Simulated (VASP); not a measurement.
Here is a VASP 6.6.1 calculation.

Contents of INCAR:

```
ALGO = Normal
EDIFF = 1E-6
ENCUT = 500
GGA = CA
GGA_COMPAT = F
ISIF = 2
ISMEAR = 0
LASPH = T
LCHARG = T
LELF = T
LREAL = F
LVHAR = T
LWAVE = F
NBANDS = 14
NELM = 120
PREC = Accurate
SIGMA = 0.01
```

File KPOINTS:

```
k-points
0
Gamma
  6 6 6
```

POSCAR

```
NaCl
1.0
    0.0000000000      2.7911403713      2.7911403713
    2.7911403713      0.0000000000      2.7911403713
    2.7911403713      2.7911403713      0.0000000000
Na Cl
1 1
Direct
    0.0000000000      0.0000000000      0.0000000000
    0.5000000000      0.5000000000      0.5000000000
```

Potentials or basis: VASP PAW LDA potentials, release 64 (Na_pv, Cl).

Launch:

```bash
$ cat potpaw_LDA.64/Na_pv/POTCAR potpaw_LDA.64/Cl/POTCAR > POTCAR
$ mpirun -np 1 vasp_std > vasp.out
```

Question: Predict the pressure.

Answer: -1.8 GPa.

Question: What does it give for the band gap on the k mesh?

Answer: 4.82 eV.
